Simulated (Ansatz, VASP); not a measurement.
## One calculation of AgRh, two programs

```
CELL_PARAMETERS angstrom
2.81414 0.00000 0.00000
-1.40707 2.43712 0.00000
0.00000 0.00000 4.87188
ATOMIC_POSITIONS crystal
Ag 0.00000 0.00000 0.50000
Rh 0.66667 0.33333 0.00000
```

Change from the starting cell: volume scaled by 1.04, no spin polarisation, PAW files.

Alike in both runs: task single point; functional PBE; k mesh 14 × 14 × 7; occupations fermi-dirac, width 0.05 eV; no spin polarisation.

|  | VASP | Ansatz |
| --- | --- | --- |
| version | VASP 6.6.1 | Ansatz 0.2.0 |
| potentials or method | VASP PAW PBE potentials, release 64 (Ag, Rh_pv) | PAW with Ansatz's default frozen-core files, scalar-relativistic |
| plane-wave cutoff (eV) | 520 | 420 |
| valence electrons in the cell | 26 | 36 |

VASP gave:

| Quantity | Value |
| --- | --- |
| pressure (GPa) | -7.5 |
| traceless stress, the component that is largest in VASP (GPa) | 0.12 |

Estimate Ansatz's values.

pressure (GPa): -7.4; traceless stress, the component that is largest in VASP (GPa): 0.09.

With one functional, cell and mesh, what is left measures potentials, basis and numerics. VASP's potentials hold 26 valence electrons a cell and Ansatz's 36, so a difference there can come from the potentials and not from the codes.
